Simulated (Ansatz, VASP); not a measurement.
## Cd2O3 in VASP and in Ansatz

INCAR

```
SYSTEM = Cd2O3
ALGO = Normal
EDIFF = 1E-6
ENCUT = 520
GGA = PE
ISIF = 2
ISMEAR = 0
LASPH = .True.
LCHARG = .False.
LREAL = .False.
LWAVE = .False.
NBANDS = 53
NELM = 60
PREC = Accurate
SIGMA = 0.0272
```

The input KPOINTS:

```
k-points
0
Gamma
  7 7 7
  0 0 0
```

Contents of POSCAR:

```
Cd2O3
1.0
    2.7199960000      4.7111700000      0.0000000000
   -2.7199960000      4.7111700000      0.0000000000
    0.0000000000     -3.1407800000      4.7952340000
Cd O
4 6
Direct
    0.3573100000      0.3573100000      0.0719300000
    0.1426900000      0.1426900000      0.4280700000
    0.6426900000      0.6426900000      0.9280700000
    0.8573100000      0.8573100000      0.5719300000
    0.5480000000      0.9520000000      0.7500000000
    0.2500000000      0.5480000000      0.7500000000
    0.9520000000      0.2500000000      0.7500000000
    0.4520000000      0.0480000000      0.2500000000
    0.7500000000      0.4520000000      0.2500000000
    0.0480000000      0.7500000000      0.2500000000
```

Input for Ansatz:

```yaml
crystal:
  lattice:
    - [2.719996, 4.71117, 0.0]
    - [-2.719996, 4.71117, 0.0]
    - [0.0, -3.14078, 4.795234]
  atoms:
    - { symbol: Cd, position: [0.35731, 0.35731, 0.07193] }
    - { symbol: Cd, position: [0.14269, 0.14269, 0.42807] }
    - { symbol: Cd, position: [0.64269, 0.64269, 0.92807] }
    - { symbol: Cd, position: [0.85731, 0.85731, 0.57193] }
    - { symbol: O, position: [0.548, 0.952, 0.75] }
    - { symbol: O, position: [0.25, 0.548, 0.75] }
    - { symbol: O, position: [0.952, 0.25, 0.75] }
    - { symbol: O, position: [0.452, 0.048, 0.25] }
    - { symbol: O, position: [0.75, 0.452, 0.25] }
    - { symbol: O, position: [0.048, 0.75, 0.25] }
  symmetry: { tolerance: 0.0003 }
kpoints:
  mp_grid: { grid: [7, 7, 7], shift: [0, 0, 0] }
  band_path:
    path:
      - [0.0, 0.0, 0.0]
      - [0.0, 0.0, 0.5]
      - [0.26183362, -0.26183362, 0.5]
      - [0.26183362, -0.47633276, 0.23816638]
      - [0.5, 0.0, 0.0]
      - [0.0, 0.0, 0.0]
      - [0.36908319, -0.36908319, 0.0]
      - [0.26183362, -0.36908319, 0.36908319]
      - [0.0, -0.5, 0.5]
      - [0.0, 0.0, 0.0]
    npoints: 6
magnetization:
  spin_polarized: false
scf:
  occupations: { method: gaussian, width: 0.0272 }
  lower_state_search: "off"
  max_iter: 200
hamiltonian:
  pseudopotentials: { kind: paw }
  xc: pbe
basis:
  ecutwfc: 420
  fft_grid_basis: typed
output:
  forces: true
  stress: true
  eigenvalues: true
  bader: true
  populations: true
  elf: true
  write_potential: true
  volumetric_format: npy
  dos:
    e_range: [-12, 8]
    de: 0.05
    projected: { site_lists: { Cd: [Cd], O: [O] } }
checkpoint:
  read: saved_state
```

Alike in both runs: task single point; functional PBE; k mesh 7 × 7 × 7; occupations gaussian, width 0.0272 eV; no spin polarisation.

|  | VASP | Ansatz |
| --- | --- | --- |
| version | VASP 6.6.1 | Ansatz 0.2.0 |
| potentials or method | VASP PAW PBE potentials, release 64 (Cd, O), cutoff 520 eV | PAW plane waves |
| valence electrons in the cell | 84 | 116 |

```tsv
	VASP	Ansatz	Ansatz less VASP
pressure (GPa)	21.1	18.4	-2.72
traceless stress, the component that is largest in VASP (GPa)	-3.75	-3.33	+0.421
rms of the force components (eV/Å)	0.202	0.191	-0.0107
```

Atom by atom the forces differ by 0.018 eV/Å (rms over components). The functional is the same, so the differences come from potentials, cutoffs and numerics. VASP's potentials hold 84 valence electrons a cell and Ansatz's 116, so a difference there can come from the potentials and not from the codes.
